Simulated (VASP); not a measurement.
Here is a VASP 6.6.1 calculation.

File POSCAR:

```
TiC
1.0
    0.0000000000      2.1638870341      2.1638870341
    2.1638870341      0.0000000000      2.1638870341
    2.1638870341      2.1638870341      0.0000000000
Ti C
1 1
Direct
    0.0000000000      0.0000000000      0.0000000000
    0.5000000000      0.5000000000      0.5000000000
```

INCAR.step1

```
SYSTEM = TiC
ALGO = Normal
EDIFF = 1E-5
ENCUT = 1430
GGA = PE
GGA_COMPAT = .FALSE.
ISMEAR = -1
LASPH = .TRUE.
LCHARG = .FALSE.
LREAL = .FALSE.
LWAVE = .TRUE.
NBANDS = 15
NELM = 120
PREC = Accurate
SIGMA = 0.08
```

INCAR.step2

```
SYSTEM = TiC
ALGO = Normal
EDIFF = 1E-6
ENCUT = 1430
GGA_COMPAT = .FALSE.
ISIF = 2
ISMEAR = -1
ISTART = 1
LASPH = .TRUE.
LCHARG = .FALSE.
LMIXTAU = .TRUE.
LREAL = .FALSE.
LWAVE = .FALSE.
METAGGA = R2SCAN
NBANDS = 15
NELM = 120
PREC = Accurate
SIGMA = 0.08
```

KPOINTS

```
k-points
0
G
  14 14 14
  0 0 0
```

Potentials or basis: VASP PAW PBE potentials, release 64 (Ti_sv, C_h).

The run is started by

```sh
$ cat potpaw_PBE.64/Ti_sv/POTCAR potpaw_PBE.64/C_h/POTCAR > POTCAR
$ cp INCAR.step1 INCAR
$ mpirun -np 1 vasp_std > vasp.out
$ cp INCAR.step2 INCAR
$ mpirun -np 1 vasp_std > vasp.out
```

Problem. Predict the band gap on the k mesh.

Solution. Zero (bands 8 and 9 overlap by 1.33 eV).

Problem. What does it give for the pressure?

Solution. 0.9 GPa.

Caveat: the PAW data sets were made with another functional, which shifts forces and pressure a little.
